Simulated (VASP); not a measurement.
Br:

```xyz
4
Lattice="3.3271 -2.0308 0.0000 3.3271 2.0308 0.0000 0.0000 0.0000 8.7479" Properties=species:S:1:pos:R:3 pbc="T T T"
Br    3.3271   -1.3360    1.0708
Br    3.3271   -0.6949    5.4447
Br    3.3271    1.3360    7.6771
Br    3.3271    0.6949    3.3032
```

| Property | Result |
| --- | --- |
| Program | VASP 6.6.1 |
| Task | relaxation of cell and atoms |
| Functional | PBE |
| Dispersion | D3(BJ) |
| Potentials or basis | VASP PAW PBE potentials, release 64 (Br) |
| Cutoff | 600 eV |
| k mesh | 8 × 8 × 4 |
| Occupations | gaussian, width 0.02 eV |
| Spin | no spin polarisation |

At the start: pressure -1.9 GPa; volume 29.55 Å³/atom.

Problem. Where does the relaxation end?

Solution. Over 18 steps the energy falls by 42.0 meV/atom and the volume is 31.09 Å³/atom (+5.2 %); space group Cmce (No. 64, to 0.1 Å) before and after.

Step by step:
```
step  energy change (eV)  largest force (eV/Å)  pressure (GPa)  volume (Å³)
   1              0.0000                0.6791           -1.92       118.21
   2             -0.0991                0.0905            2.23       112.16
   3             -0.1164                0.1992            0.91       113.73
   4             -0.1359                0.1361            0.71       115.84
   5             -0.1585                0.1609            0.46       121.49
   6             -0.1594                0.1630           -0.60       124.64
   7             -0.1626                0.0971           -0.12       123.14
   8             -0.1655                0.0638           -0.07       123.53
   9             -0.1673                0.0317            0.00       124.11
  10             -0.1676                0.0105            0.04       124.15
  11             -0.1677                0.0183            0.08       124.18
  12             -0.1678                0.0141            0.03       124.31
  13             -0.1680                0.0134           -0.05       124.54
  14             -0.1680                0.0120           -0.04       124.52
  15             -0.1681                0.0108           -0.03       124.46
  16             -0.1681                0.0203            0.01       124.35
  17             -0.1681                0.0132           -0.01       124.42
  18             -0.1682                0.0064           -0.02       124.37
```

Final structure:
```yaml
crystal:
  lattice:
    - [3.49021, -2.07738, 0.00000]
    - [3.49021, 2.07738, 0.00000]
    - [0.00000, 0.00000, 8.57681]
  atoms:
    - { symbol: Br, position: [0.84905, 0.15095, 0.11904] }
    - { symbol: Br, position: [0.65095, 0.34905, 0.61904] }
    - { symbol: Br, position: [0.15095, 0.84905, 0.88096] }
    - { symbol: Br, position: [0.34905, 0.65095, 0.38096] }
```
